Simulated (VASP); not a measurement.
# Fe (Im-3m) in VASP: further runs

Fe is run at these levels: PBE; tasks: single point.

All numbers are computed with VASP 6.6.1; they aren't measurements. Logs are shortened: lines on timing, memory, paths and dates and some standing lists are left out, and cuts for length are marked.

**1. The cell of the first run**

Symmetry: Im-3m, No. 229, cubic system. Conventional cell: a = 2.832 Å, b = 2.832 Å, c = 2.832 Å, α = 90.00°, β = 90.00°, γ = 90.00°. Within 3.2 Å of Fe (site symmetry m-3m) lie 14 Fe at 2.45 to 2.83 Å.

**2. Single point, PBE, collinear spin, ferromagnetic start**

The input, INCAR:

```
PREC = Accurate ; ENCUT = 520
EDIFF = 1E-6 ; ISMEAR = 0
SIGMA = 0.1 ; LREAL = False
LASPH = True ; NELM = 150
ALGO = Normal ; ISIF = 2
LWAVE = False ; LCHARG = True
ISPIN = 2 ; MAGMOM = 2.66
LORBIT = 11 ; LMAXMIX = 4
GGA = PE ; LELF = True
LVHAR = True ; NBANDS = 14
```

The input, KPOINTS:

```
regular mesh
0
Gamma
  20 20 20
```

The input, POSCAR:

```
Fe
1.0
   -1.4157898558      1.4157898558      1.4157898558
    1.4157898558     -1.4157898558      1.4157898558
    1.4157898558      1.4157898558     -1.4157898558
Fe
1
Direct
    0.0000000000      0.0000000000      0.0000000000
```

Potentials or basis: VASP PAW PBE potentials, release 64 (Fe).

Started as:

```sh
> cat potpaw_PBE.64/Fe/POTCAR > POTCAR
> mpirun -np 1 vasp_std > vasp.out
```

OUTCAR:

```text
PREC = Accurate
   ENCUT = 520
   EDIFF = 1E-6
   ISMEAR = 0
   LREAL = False
   LASPH = True
   NELM = 150
   ISIF = 2
   ISPIN = 2
   LORBIT = 11
   GGA = PE

 ion  position               nearest neighbor table
   1  0.000  0.000  0.000-

  LATTYP: Found a body centered cubic cell.
 ALAT       =     2.8315797116

  Lattice vectors:

 A1 = (  -1.4157898558,   1.4157898558,   1.4157898558)
 A2 = (   1.4157898558,  -1.4157898558,   1.4157898558)
 A3 = (   1.4157898558,   1.4157898558,  -1.4157898558)

Analysis of symmetry for initial positions (statically):
=====================================================================
 Subroutine PRICEL returns:
 Original cell was already a primitive cell.

 Routine SETGRP: Setting up the symmetry group for a
 body centered cubic supercell.

 Subroutine GETGRP returns: Found 48 space group operations
 (whereof 48 operations were pure point group operations)
 out of a pool of 48 trial point group operations.

The static configuration has the point symmetry O_h .

Analysis of symmetry for dynamics (positions and initial velocities):
=====================================================================
 Subroutine PRICEL returns:
 Original cell was already a primitive cell.

 Routine SETGRP: Setting up the symmetry group for a
 body centered cubic supercell.

 Subroutine GETGRP returns: Found 48 space group operations
 (whereof 48 operations were pure point group operations)
 out of a pool of 48 trial point group operations.

The dynamic configuration has the point symmetry O_h .

Analysis of structural, dynamic, and magnetic symmetry:
=====================================================================
 Subroutine PRICEL returns:
 Original cell was already a primitive cell.

 Routine SETGRP: Setting up the symmetry group for a
 body centered cubic supercell.

 Subroutine GETGRP returns: Found 48 space group operations
 (whereof 48 operations were pure point group operations)
 out of a pool of 48 trial point group operations.

The overall configuration has the point symmetry O_h .

 Subroutine INISYM returns: Found 48 space group operations
 (whereof 48 operations are pure point group operations),
 and found     1 'primitive' translations

----------------------------------------------------------------------------------------

                                     Primitive cell

  volume of cell :      11.3516

  direct lattice vectors                    reciprocal lattice vectors
    -1.415789856  1.415789856  1.415789856     0.000000000  0.353159756  0.353159756
     1.415789856 -1.415789856  1.415789856     0.353159756  0.000000000  0.353159756
     1.415789856  1.415789856 -1.415789856     0.353159756  0.353159756  0.000000000

  length of vectors
     2.452219963  2.452219963  2.452219963     0.499443317  0.499443317  0.499443317

  position of ions in fractional coordinates (direct lattice)
     0.000000000  0.000000000  0.000000000

  ion indices of the primitive-cell ions
   primitive index   ion index
                 1           1

----------------------------------------------------------------------------------------

 KPOINTS: regular mesh

Automatic generation of k-mesh.
 Grid dimensions read from file:
 generate k-points for:   20   20   20

 Generating k-lattice:

  Cartesian coordinates                     Fractional coordinates (reciprocal lattice)
     0.000000000  0.017657988  0.017657988     0.050000000  0.000000000  0.000000000
     0.017657988  0.000000000  0.017657988     0.000000000  0.050000000  0.000000000
     0.017657988  0.017657988  0.000000000     0.000000000  0.000000000  0.050000000

  Length of vectors
     0.024972166  0.024972166  0.024972166

  Shift w.r.t. Gamma in fractional coordinates (k-lattice)
     0.000000000  0.000000000  0.000000000

 Subroutine IBZKPT returns following result:
 ===========================================

 Found    256 irreducible k-points:

 Following reciprocal coordinates:
            Coordinates               Weight
  0.000000  0.000000  0.000000      1.000000
  0.050000  0.000000  0.000000     12.000000
  0.100000  0.000000  0.000000     12.000000
  0.150000  0.000000  0.000000     12.000000
  0.200000  0.000000  0.000000     12.000000
  0.250000  0.000000  0.000000     12.000000
[... 16 lines left out ...]
  0.200000  0.100000  0.000000     48.000000
  0.250000  0.100000  0.000000     48.000000
 [... further k-points ...]
   k-points           NKPTS =    256   k-points in BZ     NKDIM =    256   number of bands    NBANDS=     14
   number of dos      NEDOS =    301   number of ions     NIONS =      1
   total plane-waves  NPLWV =   5832
   dimension x,y,z NGX =    18 NGY =   18 NGZ =   18
   dimension x,y,z NGXF=    36 NGYF=   36 NGZF=   36
   ions per type =               1
   NGX,Y,Z   is equivalent  to a cutoff of  12.20, 12.20, 12.20 a.u.
   NGXF,Y,Z  is equivalent  to a cutoff of  24.41, 24.41, 24.41 a.u.
 SYSTEM =  unknown system
   PREC   = accura    normal or accurate (medium, high low for compatibility)
   ISTART =      0    job   : 0-new  1-cont  2-samecut
   ICHARG =      2    charge: 1-file 2-atom 10-const
   ISPIN  =      2    spin polarized calculation?
   LNONCOLLINEAR =      F non collinear calculations
   LSORBIT =      F    spin-orbit coupling
   LASPH  =      T    aspherical Exc in radial PAW
   ENCUT  =  520.0 eV  38.22 Ry    6.18 a.u.   4.56  4.56  4.56*2*pi/ulx,y,z
   NELM   =    150;   NELMIN=  2; NELMDL= -5     # of ELM steps
   EDIFF  = 0.1E-05   stopping-criterion for ELM
   LREAL  =      F    real-space projection
   EDIFFG = 0.1E-04   stopping-criterion for IOM
   NSW    =      0    number of steps for IOM
   IBRION =     -1    ionic relax: 0-MD 1-quasi-New 2-CG
   NFREE  =      0    steps in history (QN), initial steepest desc. (CG)
   ISIF   =      2    stress and relaxation
   ISYM   =      2    0-nonsym 1-usesym 2-fastsym
   POTIM  = 0.5000    time-step for ionic-motion
   TEBEG  =    0.0;   TEEND  =   0.0 temperature during run
   PSTRESS=    0.0 pullay stress
   NELECT =       8.0000    total number of electrons
   NUPDOWN=      -1.0000    fix difference up-down
   EMIN   =  10.00;   EMAX   =-10.00  energy-range for DOS
   EFERMI =   0.00;   METHOD = LEGACY
   ISMEAR =     0;   SIGMA  =   0.10  broadening in eV -4-tet -1-fermi 0-gaus
   EFERMI_NEDOS =   21; number of points for ismear=-14 and -15
   IALGO  =     38    algorithm
   IMIX   =      4    mixing-type and parameters
     AMIX     =   0.40;   BMIX     =  1.00
     AMIX_MAG =   1.60;   BMIX_MAG =  1.00
  volume/ion in A,a.u.               =      11.35        76.60
  Fermi-wavevector in a.u.,A,eV,Ry     =   1.456865  2.753076 28.877770  2.122456
  Thomas-Fermi vector in A             =   2.573734
   LORBIT       =     11    0 simple, 1 ext, 2 COOP (PROOUT), +10 PAW based schemes
   GGA     = PE    functional components
   LHFCALC =     F    Hartree Fock is set to
   AEXX    =    0.0000 exact exchange contribution
   IVDW    =     0    specifies the selected vdW correction
   LEPSILON=     F    determine dielectric tensor
   LRPA    =     F    only Hartree local field effects (RPA)
 spin polarized calculation
 Gauss-broadening in eV      SIGMA  =   0.10
  energy-cutoff  :      520.00
  volume of cell :       11.35
 maximum number of plane-waves:       321
   NGX =  9   NGY =  9   NGZ =  9

 number of electron       8.0000009 magnetization       2.1949301

 Free energy of the ion-electron system (eV)
  ---------------------------------------------------
  ext. energy  EPLUGINS =         0.00000000
  ---------------------------------------------------
  free energy    TOTEN  =        -8.24517793 eV

  energy without entropy =       -8.23985128  energy(sigma->0) =       -8.24251460

 E-fermi :   5.8287     XC(G=0): -13.1217

 val. band max:        5.8275370880   @ k =  -0.4500  -0.4500   0.3000
 cond. band min:       5.8309271643   @ k =  -0.4000   0.5000   0.1500
 fundamental gap:      0.0033900763
 Fermi energy:         5.8286581285

 spin component 1

 k-point     1 :       0.0000    0.0000    0.0000
  band No.  band energies     occupation
      1      -2.6059      1.00000
      2       3.5230      1.00000
      3       3.5230      1.00000
      4       3.5230      1.00000
      5       4.7354      1.00000
      6       4.7354      1.00000
      7      30.8621      0.00000
      8      30.8621      0.00000
      9      30.8621      0.00000
     10      35.9512      0.00000
     11      35.9512      0.00000
     12      38.2550      0.00000
     13      38.2550      0.00000
     14      38.2550      0.00000
[... 375 lines left out ...]
 k-point    24 :       0.2500    0.1000    0.0000
  band No.  band energies     occupation
      1       0.5512      1.00000
      2       2.8062      1.00000
      3       3.2633      1.00000
      4       4.5674      1.00000
      5       4.9345      1.00000
      6       5.5404      0.99998
      7      19.5267      0.00000
      8      24.0105      0.00000
      9      27.4922      0.00000
     10      30.9498      0.00000
     11      35.3608      0.00000
     12      36.8466      0.00000
     13      42.5419      0.00000
     14      44.6180      0.00000

 [... further k-points ...]

 spin component 2

 k-point     1 :       0.0000    0.0000    0.0000
  band No.  band energies     occupation
      1      -2.4379      1.00000
      2       5.4370      1.00000
      3       5.4372      1.00000
      4       5.4372      1.00000
      5       7.4923      0.00000
      6       7.4924      0.00000
      7      30.6106      0.00000
      8      30.6106      0.00000
      9      30.6106      0.00000
     10      36.1471      0.00000
     11      36.1471      0.00000
     12      38.9139      0.00000
     13      38.9139      0.00000
     14      38.9140      0.00000
[... 375 lines left out ...]
 k-point    24 :       0.2500    0.1000    0.0000
  band No.  band energies     occupation
      1       0.9867      1.00000
      2       4.5736      1.00000
      3       4.8779      1.00000
      4       7.0857      0.00000
      5       7.5003      0.00000
      6       7.7495      0.00000
      7      20.2784      0.00000
      8      24.4111      0.00000
      9      28.0613      0.00000
     10      31.1729      0.00000
     11      35.8591      0.00000
     12      37.1808      0.00000
     13      42.7688      0.00000
     14      45.0717      0.00000

 [... further k-points ...]
[... 5 lines left out ...]
  --------------------------------------------------------------------------------------
  -------------------------------------------------------------------------------------
  Total       -0.0105474     -0.0105474     -0.0105474      0.0000000      0.0000000      0.0000000
  in kB       -1.4886761     -1.4886761     -1.4886761      0.0000000      0.0000000      0.0000000
  external PRESSURE =      -1.4886761 kB  Pullay stress =       0.0000000 kB

 VOLUME and BASIS-vectors are now :
 -----------------------------------------------------------------------------
  energy-cutoff  :      520.00
  volume of cell :       11.35
      direct lattice vectors                 reciprocal lattice vectors
    -1.415789856  1.415789856  1.415789856     0.000000000  0.353159756  0.353159756
     1.415789856 -1.415789856  1.415789856     0.353159756  0.000000000  0.353159756
     1.415789856  1.415789856 -1.415789856     0.353159756  0.353159756  0.000000000

 POSITION                                       TOTAL-FORCE (eV/Angst)
 -----------------------------------------------------------------------------------
      0.00000      0.00000      0.00000         0.000000     -0.000000     -0.000000
 -----------------------------------------------------------------------------------
    total drift:                                0.000000     -0.000000      0.000000

  FREE ENERGIE OF THE ION-ELECTRON SYSTEM (eV)
  ---------------------------------------------------
  free  energy   TOTEN  =        -8.2451779274 eV

  energy  without entropy=       -8.2398512775  energy(sigma->0) =       -8.24251460

 total charge

# of ion       s       p       d       tot
------------------------------------------
    1        0.488   0.543   6.239   7.269

 magnetization (x)

# of ion       s       p       d       tot
------------------------------------------
    1       -0.013  -0.056   2.261   2.192
```

Wall time 37 s (1 thread of AMD EPYC 9R45 (Zen 5), shared host); peak memory 0.14 GiB.

What came out:

| Property | Result |
| --- | --- |
| Free energy | -8.2452 eV |
| Pressure | -0.1 GPa |
| Net moment | 2.19 μB per cell |
| Site moments | Fe +2.19 μB |
| Valence electrons inside the program's atomic spheres | Fe 7.27 |

**3. Single point, PBE, collinear spin, ferromagnetic start (volume scaled by 0.88)**

The input, INCAR:

```
PREC = Accurate ; ENCUT = 520
EDIFF = 1E-7 ; ISMEAR = 0
SIGMA = 0.1 ; LREAL = F
LASPH = T ; NELM = 150
ALGO = Fast ; ISIF = 2
LWAVE = F ; LCHARG = F
ISPIN = 2 ; MAGMOM = 2.44
LORBIT = 11 ; LMAXMIX = 4
GGA = PE ; NBANDS = 14
```

KPOINTS is that of step 2.

The input, POSCAR:

```
Fe
1.0
   -1.3567287176      1.3567287176      1.3567287176
    1.3567287176     -1.3567287176      1.3567287176
    1.3567287176      1.3567287176     -1.3567287176
Fe
1
Direct
    0.0000000000      0.0000000000      0.0000000000
```

Potentials or basis: VASP PAW PBE potentials, release 64 (Fe).

Started as:

```sh
> cat potpaw_PBE.64/Fe/POTCAR > POTCAR
> mpirun -np 1 vasp_std > vasp.out
```

Wall time 3.5 min (1 thread of AMD EPYC 7R13, shared host); peak memory 0.14 GiB.

The run converged. Its results:

```yaml
Free_energy: -8.1221 eV
Pressure: 33.4 GPa
Band_gap_on_the_k_mesh: zero (filled and empty bands overlap)
Net_moment: 1.99 μB per cell
Site_moments: Fe +1.97 μB
Valence_electrons_inside_the_program's_atomic_spheres: Fe 7.57
```

Levels at points of the mesh, in eV from the Fermi level:
Spin up:
| k point | band 2 | band 3 | band 4 | band 5 | band 6 | band 7 | band 8 | band 9 |
| --- | --- | --- | --- | --- | --- | --- | --- | --- |
| (0.00, 0.00, 0.00) | -2.61 | -2.61 | -2.61 | -1.12 | -1.12 | 26.21 | 26.21 | 26.21 |
| (0.50, 0.00, 0.00) | -3.94 | -1.03 | -0.88 | 0.43 | 0.66 | 8.56 | 19.39 | 22.31 |
| (0.50, 0.50, 0.50) | -5.73 | 0.33 | 0.33 | 0.33 | 10.84 | 10.84 | 10.84 | 17.00 |
Spin down:
```csv
k point,band 1,band 2,band 3,band 4,band 5,band 6,band 7
"(0.00, 0.00, 0.00)",-9.07,-0.92,-0.92,-0.92,1.47,1.47,26.04
"(0.50, 0.00, 0.00)",-4.55,-2.43,0.60,1.32,1.78,2.64,9.84
"(0.50, 0.50, 0.50)",-4.05,-4.05,2.28,2.28,2.28,11.14,11.14
```

**4. Single point, PBE, collinear spin, ferromagnetic start (volume scaled by 0.91)**

The input, INCAR:

```
SYSTEM = Fe
ALGO = Fast
EDIFF = 1E-6
ENCUT = 520
GGA = PE
ISIF = 2
ISMEAR = 0
ISPIN = 2
LASPH = .True.
LCHARG = .True.
LELF = .True.
LMAXMIX = 4
LORBIT = 11
LREAL = .False.
LVHAR = .True.
LWAVE = .False.
MAGMOM = 2.44
NBANDS = 14
NELM = 150
PREC = Accurate
SIGMA = 0.1
```

The input, KPOINTS:

```
k-points
0
Gamma
  20 20 20
  0 0 0
```

The input, POSCAR:

```
Fe
1.0
   -1.3719741365      1.3719741365      1.3719741365
    1.3719741365     -1.3719741365      1.3719741365
    1.3719741365      1.3719741365     -1.3719741365
Fe
1
Direct
    0.0000000000      0.0000000000      0.0000000000
```

Potentials or basis: VASP PAW PBE potentials, release 64 (Fe).

Started as:

```sh
> cat potpaw_PBE.64/Fe/POTCAR > POTCAR
> mpirun -np 1 vasp_std > vasp.out
```

OUTCAR:

```text
SYSTEM = Fe
   EDIFF = 1E-6
   ENCUT = 520
   GGA = PE
   ISIF = 2
   ISMEAR = 0
   ISPIN = 2
   LASPH = .True.
   LORBIT = 11
   LREAL = .False.
   NELM = 150
   PREC = Accurate

 ion  position               nearest neighbor table
   1  0.000  0.000  0.000-

  LATTYP: Found a body centered cubic cell.
 ALAT       =     2.7439482730

[... 1019 lines left out ...]
     12      40.1135      0.00000
     13      45.8370      0.00000
     14      48.4161      0.00000

 [... further k-points ...]
[... 5 lines left out ...]
  --------------------------------------------------------------------------------------
  -------------------------------------------------------------------------------------
  Total        1.4730327      1.4730327      1.4730327      0.0000000      0.0000000     -0.0000000
  in kB      228.4679028    228.4679028    228.4679028      0.0000000      0.0000000     -0.0000000
  external PRESSURE =     228.4679028 kB  Pullay stress =       0.0000000 kB

 VOLUME and BASIS-vectors are now :
 -----------------------------------------------------------------------------
  energy-cutoff  :      520.00
  volume of cell :       10.33
      direct lattice vectors                 reciprocal lattice vectors
    -1.371974136  1.371974136  1.371974136     0.000000000  0.364438357  0.364438357
     1.371974136 -1.371974136  1.371974136     0.364438357  0.000000000  0.364438357
     1.371974136  1.371974136 -1.371974136     0.364438357  0.364438357  0.000000000

 POSITION                                       TOTAL-FORCE (eV/Angst)
 -----------------------------------------------------------------------------------
      0.00000      0.00000      0.00000         0.000000      0.000000      0.000000
 -----------------------------------------------------------------------------------
    total drift:                                0.000000     -0.000000      0.000000

  FREE ENERGIE OF THE ION-ELECTRON SYSTEM (eV)
  ---------------------------------------------------
  free  energy   TOTEN  =        -8.1813280441 eV

  energy  without entropy=       -8.1773897478  energy(sigma->0) =       -8.17935890

 total charge

# of ion       s       p       d       tot
------------------------------------------
    1        0.531   0.633   6.320   7.485

 magnetization (x)

# of ion       s       p       d       tot
------------------------------------------
    1       -0.012  -0.054   2.088   2.023
```

stdout:

```text
POSCAR found type information on POSCAR Fe
 POSCAR found :  1 types and       1 ions
 scaLAPACK will be used
 LDA part: xc-table for (Slater+PW92), standard interpolation
 POSCAR, INCAR and KPOINTS ok, starting setup
 FFT: planning ... GRIDC
 FFT: planning ... GRID_SOFT
 FFT: planning ... GRID
 WAVECAR not read
 entering main loop
WARNING in EDDRMM: call to ZHEGV failed, returncode =   6  3     12
WARNING in EDDRMM: call to ZHEGV failed, returncode =   8  4     11
WARNING in EDDRMM: call to ZHEGV failed, returncode =   8  4     13
WARNING in EDDRMM: call to ZHEGV failed, returncode =   6  3     11
WARNING in EDDRMM: call to ZHEGV failed, returncode =   6  3     11
WARNING in EDDRMM: call to ZHEGV failed, returncode =   8  4     13
```

It took 3.2 min on 1 thread of AMD EPYC 7R13, shared host; peak memory 0.14 GiB.

What came out:

* Free energy: -8.1813 eV
* Pressure: 22.8 GPa
* Net moment: 2.04 μB per cell
* Site moments: Fe +2.02 μB
* Valence electrons inside the program's atomic spheres: Fe 7.49

(Continued in part 2 of 2.)
